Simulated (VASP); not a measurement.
# CsPbBr3 (Pm-3m) in VASP: further runs, part 2 of 2

VASP 6.6.1. Earlier steps stand in the parts before.

### Step 3. Equation of state, LDA

The input, POSCAR.step1:

```
CsPbBr3
1.0
    5.6883358760      0.0000000000      0.0000000000
    0.0000000000      5.6883358760      0.0000000000
    0.0000000000      0.0000000000      5.6883358760
Pb Cs Br
1 1 3
Direct
    0.5000000000      0.5000000000      0.5000000000
    0.0000000000      0.0000000000      0.0000000000
    0.5000000000      0.5000000000      0.0000000000
    0.5000000000      0.0000000000      0.5000000000
    0.0000000000      0.5000000000      0.5000000000
```

The input, POSCAR.step2:

```
CsPbBr3
1.0
    5.7501704582      0.0000000000      0.0000000000
    0.0000000000      5.7501704582      0.0000000000
    0.0000000000      0.0000000000      5.7501704582
Pb Cs Br
1 1 3
Direct
    0.5000000000      0.5000000000      0.5000000000
    0.0000000000      0.0000000000      0.0000000000
    0.5000000000      0.5000000000      0.0000000000
    0.5000000000      0.0000000000      0.5000000000
    0.0000000000      0.5000000000      0.5000000000
```

The input, POSCAR.step3:

```
CsPbBr3
1.0
    5.8107030166      0.0000000000      0.0000000000
    0.0000000000      5.8107030166      0.0000000000
    0.0000000000      0.0000000000      5.8107030166
Pb Cs Br
1 1 3
Direct
    0.5000000000      0.5000000000      0.5000000000
    0.0000000000      0.0000000000      0.0000000000
    0.5000000000      0.5000000000      0.0000000000
    0.5000000000      0.0000000000      0.5000000000
    0.0000000000      0.5000000000      0.5000000000
```

The input, POSCAR.step4:

```
CsPbBr3
1.0
    5.8700000000      0.0000000000      0.0000000000
    0.0000000000      5.8700000000      0.0000000000
    0.0000000000      0.0000000000      5.8700000000
Pb Cs Br
1 1 3
Direct
    0.5000000000      0.5000000000      0.5000000000
    0.0000000000      0.0000000000      0.0000000000
    0.5000000000      0.5000000000      0.0000000000
    0.5000000000      0.0000000000      0.5000000000
    0.0000000000      0.5000000000      0.5000000000
```

The input, POSCAR.step5:

```
CsPbBr3
1.0
    5.9281225919      0.0000000000      0.0000000000
    0.0000000000      5.9281225919      0.0000000000
    0.0000000000      0.0000000000      5.9281225919
Pb Cs Br
1 1 3
Direct
    0.5000000000      0.5000000000      0.5000000000
    0.0000000000      0.0000000000      0.0000000000
    0.5000000000      0.5000000000      0.0000000000
    0.5000000000      0.0000000000      0.5000000000
    0.0000000000      0.5000000000      0.5000000000
```

The input, POSCAR.step6:

```
CsPbBr3
1.0
    5.9851272676      0.0000000000      0.0000000000
    0.0000000000      5.9851272676      0.0000000000
    0.0000000000      0.0000000000      5.9851272676
Pb Cs Br
1 1 3
Direct
    0.5000000000      0.5000000000      0.5000000000
    0.0000000000      0.0000000000      0.0000000000
    0.5000000000      0.5000000000      0.0000000000
    0.5000000000      0.0000000000      0.5000000000
    0.0000000000      0.5000000000      0.5000000000
```

The input, POSCAR.step7:

```
CsPbBr3
1.0
    6.0410662788      0.0000000000      0.0000000000
    0.0000000000      6.0410662788      0.0000000000
    0.0000000000      0.0000000000      6.0410662788
Pb Cs Br
1 1 3
Direct
    0.5000000000      0.5000000000      0.5000000000
    0.0000000000      0.0000000000      0.0000000000
    0.5000000000      0.5000000000      0.0000000000
    0.5000000000      0.0000000000      0.5000000000
    0.0000000000      0.5000000000      0.5000000000
```

The input, INCAR:

```
SYSTEM = CsPbBr3
GGA = CA
ISMEAR = 0
SIGMA = 0.03
LWAVE = .FALSE.
LCHARG = .FALSE.
ISIF = 2
NSW = 0
PREC = Accurate
LASPH = .TRUE.
LREAL = .FALSE.
ALGO = Normal
EDIFF = 1E-7
NELM = 120
GGA_COMPAT = .FALSE.
ENCUT = 620
EFERMI = MIDGAP
KPAR = 2
```

The input, KPOINTS:

```
Automatic mesh
0
Gamma
  6 6 6
  0 0 0
```

Potentials or basis: VASP PAW LDA potentials, release 64 (Pb_d, Cs_sv, Br).

Command:

```console
$ cat potpaw_LDA.64/Pb_d/POTCAR potpaw_LDA.64/Cs_sv/POTCAR potpaw_LDA.64/Br/POTCAR > POTCAR
$ cp POSCAR.step1 POSCAR
$ mpirun -np 2 vasp_std > vasp.out
$ cp POSCAR.step2 POSCAR
$ mpirun -np 2 vasp_std > vasp.out
$ cp POSCAR.step3 POSCAR
$ mpirun -np 2 vasp_std > vasp.out
$ cp POSCAR.step4 POSCAR
$ mpirun -np 2 vasp_std > vasp.out
$ cp POSCAR.step5 POSCAR
$ mpirun -np 2 vasp_std > vasp.out
$ cp POSCAR.step6 POSCAR
$ mpirun -np 2 vasp_std > vasp.out
$ cp POSCAR.step7 POSCAR
$ mpirun -np 2 vasp_std > vasp.out
```

OUTCAR:

```text
SYSTEM = CsPbBr3
   GGA = CA
   ISMEAR = 0
   ISIF = 2
   NSW = 0
   PREC = Accurate
   LASPH = .TRUE.
   LREAL = .FALSE.
   EDIFF = 1E-7
   NELM = 120
   ENCUT = 620
   EFERMI = MIDGAP

 ion  position               nearest neighbor table
   1  0.500  0.500  0.500-   3 3.02   4 3.02   5 3.02   3 3.02   4 3.02   5 3.02
   2  0.000  0.000  0.000-
   3  0.500  0.500  0.000-   1 3.02   1 3.02
   4  0.500  0.000  0.500-   1 3.02   1 3.02
   5  0.000  0.500  0.500-   1 3.02   1 3.02

  LATTYP: Found a simple cubic cell.
 ALAT       =     6.0410662788

  Lattice vectors:

 A1 = (   6.0410662788,   0.0000000000,   0.0000000000)
 A2 = (   0.0000000000,   6.0410662788,   0.0000000000)
 A3 = (   0.0000000000,   0.0000000000,   6.0410662788)

Analysis of symmetry for initial positions (statically):
=====================================================================
 Subroutine PRICEL returns:
[... 175 lines left out ...]
  free energy    TOTEN  =       -17.60061222 eV

  energy without entropy =      -17.60061222  energy(sigma->0) =      -17.60061222

 E-fermi :   1.0197     XC(G=0):  -7.7114

 val. band max:        0.1860724265   @ k =   0.5000   0.5000   0.5000
 cond. band min:       1.8532301954   @ k =   0.5000   0.5000   0.5000
 fundamental gap:      1.6671577689
 Fermi energy:         1.0196513109

 k-point     1 :       0.0000    0.0000    0.0000
  band No.  band energies     occupation
      1     -20.8402      2.00000
      2     -16.3374      2.00000
      3     -16.3374      2.00000
      4     -16.2325      2.00000
      5     -16.2325      2.00000
      6     -16.2325      2.00000
[... 569 lines left out ...]
     25       1.8532      0.00000
     26       4.7695      0.00000

------------------------ aborting loop because EDIFF is reached ----------------------------------------

  FORCE on cell =-STRESS in cart. coord.  units (eV):
  Direction    XX          YY          ZZ          XY          YZ          ZX
  --------------------------------------------------------------------------------------
  -------------------------------------------------------------------------------------
  Total       -3.4125460     -3.4125460     -3.4125460     -0.0000000      0.0000000     -0.0000000
  in kB      -24.7998065    -24.7998065    -24.7998065     -0.0000000      0.0000000     -0.0000000
  external PRESSURE =     -24.7998065 kB  Pullay stress =       0.0000000 kB

 VOLUME and BASIS-vectors are now :
 -----------------------------------------------------------------------------
  energy-cutoff  :      620.00
  volume of cell :      220.47
      direct lattice vectors                 reciprocal lattice vectors
     6.041066279  0.000000000  0.000000000     0.165533691  0.000000000  0.000000000
     0.000000000  6.041066279  0.000000000     0.000000000  0.165533691  0.000000000
     0.000000000  0.000000000  6.041066279     0.000000000  0.000000000  0.165533691

 POSITION                                       TOTAL-FORCE (eV/Angst)
 -----------------------------------------------------------------------------------
      3.02053      3.02053      3.02053         0.000000      0.000000      0.000000
      0.00000      0.00000      0.00000         0.000000      0.000000      0.000000
      3.02053      3.02053      0.00000         0.000000      0.000000      0.000000
      3.02053      0.00000      3.02053         0.000000      0.000000      0.000000
      0.00000      3.02053      3.02053         0.000000      0.000000      0.000000
 -----------------------------------------------------------------------------------
    total drift:                                0.000000     -0.000000      0.000000

  FREE ENERGIE OF THE ION-ELECTRON SYSTEM (eV)
  ---------------------------------------------------
  free  energy   TOTEN  =       -17.6006122154 eV

  energy  without entropy=      -17.6006122154  energy(sigma->0) =      -17.60061222
```

OUTCAR.step1:

```text
SYSTEM = CsPbBr3
   GGA = CA
   ISMEAR = 0
   ISIF = 2
[... 816 lines left out ...]
      0.00000      0.00000      0.00000         0.000000      0.000000      0.000000
      2.84417      2.84417      0.00000         0.000000      0.000000      0.000000
      2.84417      0.00000      2.84417         0.000000      0.000000      0.000000
      0.00000      2.84417      2.84417         0.000000      0.000000      0.000000
 -----------------------------------------------------------------------------------
    total drift:                                0.000000     -0.000000     -0.000000

  FREE ENERGIE OF THE ION-ELECTRON SYSTEM (eV)
  ---------------------------------------------------
  free  energy   TOTEN  =       -17.8119625525 eV

  energy  without entropy=      -17.8119625525  energy(sigma->0) =      -17.81196255
```

OUTCAR.step2:

```text
SYSTEM = CsPbBr3
   GGA = CA
   ISMEAR = 0
   ISIF = 2
[... 816 lines left out ...]
      0.00000      0.00000      0.00000         0.000000      0.000000      0.000000
      2.87509      2.87509      0.00000         0.000000      0.000000      0.000000
      2.87509      0.00000      2.87509         0.000000      0.000000      0.000000
      0.00000      2.87509      2.87509         0.000000      0.000000      0.000000
 -----------------------------------------------------------------------------------
    total drift:                                0.000000     -0.000000     -0.000000

  FREE ENERGIE OF THE ION-ELECTRON SYSTEM (eV)
  ---------------------------------------------------
  free  energy   TOTEN  =       -17.8425309793 eV

  energy  without entropy=      -17.8425309793  energy(sigma->0) =      -17.84253098
```

It took 5.1 min on 2 MPI ranks of Intel Xeon Platinum 8488C (Sapphire Rapids), shared host; peak memory 0.37 GiB.

Results:

```
Equilibrium volume                      : 38.53 Å³/atom
Bulk modulus                            : 25 GPa
Pressure derivative of the bulk modulus : 4.8
```

Energy against volume, from the lowest point:
```csv
volume (Å³/atom),energy (meV/atom)
36.812,6.11
38.025,0.00
39.239,0.44
40.452,6.35
41.666,16.80
42.880,31.02
44.093,48.38
```

Caveat: spin-orbit coupling is left out, which moves the levels of the heavy elements. LDA usually gives volumes a few per cent too small.
